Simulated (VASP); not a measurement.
Wanted: the native input for a VASP 6.6.1 run.

```yaml
Task: single point
Functional: revPBE
Dispersion: D3(BJ)
Potentials_or_basis: VASP PAW PBE potentials, release 64 (Ga_d, O)
Cutoff: 520 eV
k_mesh: 9 × 9 × 5
Occupations: fermi-dirac, width 0.05 eV
Spin: no spin polarisation
Dipole_correction: no
Further_INCAR_settings: ALGO = Normal; EDIFF = 1e-06; NBANDS = 55
```

The structure of Ga2O3 lies in POSCAR:

```
Ga2O3
1.0
    6.1764111612     -1.5342354844      0.0093618012
    6.1764111612      1.5342354844      0.0093618012
   -1.3931112271      0.0000000000      5.6868238613
Ga O
4 6
Direct
    0.3409365626      0.3409365626      0.6865322124
    0.6590634374      0.6590634374      0.3134677876
    0.9093268334      0.9093268334      0.2044869695
    0.0906731666      0.0906731666      0.7955130305
    0.5036766111      0.5036766111      0.7450750664
    0.4963233889      0.4963233889      0.2549249336
    0.8271662377      0.8271662377      0.4378131865
    0.1728337623      0.1728337623      0.5621868135
    0.8333062329      0.8333062329      0.8912465194
    0.1666937671      0.1666937671      0.1087534806
```

One way to write it, as run:

INCAR

```
SYSTEM = Ga2O3
PREC     = Accurate       ! precision mode
ENCUT    = 520            ! plane-wave cutoff, eV
EDIFF    = 1E-6           ! SCF threshold, eV
ISMEAR   = -1             ! smearing method
SIGMA    = 0.05           ! smearing width, eV
LREAL    = .False.        ! projectors in reciprocal space
LASPH    = .True.         ! aspherical terms in the spheres
NELM     = 80             ! most SCF steps
ALGO     = Normal         ! electronic algorithm
ISIF     = 2              ! what is computed and relaxed
LWAVE    = .False.        ! write WAVECAR
LCHARG   = .True.         ! write CHGCAR
GGA      = RE             ! functional
IVDW     = 12             ! dispersion correction
LELF     = .True.         ! ELF
LVHAR    = .True.       
NBANDS   = 55             ! bands
```

KPOINTS

```
regular mesh
0
Gamma
  9 9 5
  0 0 0
```

Potentials or basis: VASP PAW PBE potentials, release 64 (Ga_d, O).

Command:

```bash
$ cat potpaw_PBE.64/Ga_d/POTCAR potpaw_PBE.64/O/POTCAR > POTCAR
$ mpirun -np 1 vasp_std > vasp.out
```

Results of the run:

The pressure is 0.4 GPa. The largest force is 0.033 eV/Å. The band gap on the k mesh is 2.20 eV, indirect (least direct gap 2.22 eV). The dispersion energy per atom is -0.379 eV.

Caveat: the PAW data sets were made with another functional, which shifts forces and pressure a little.

Run time: 36 min on 1 thread of AMD EPYC 7R43 64-Core Processor (Zen 3) (shared host), peak memory 0.61 GiB.
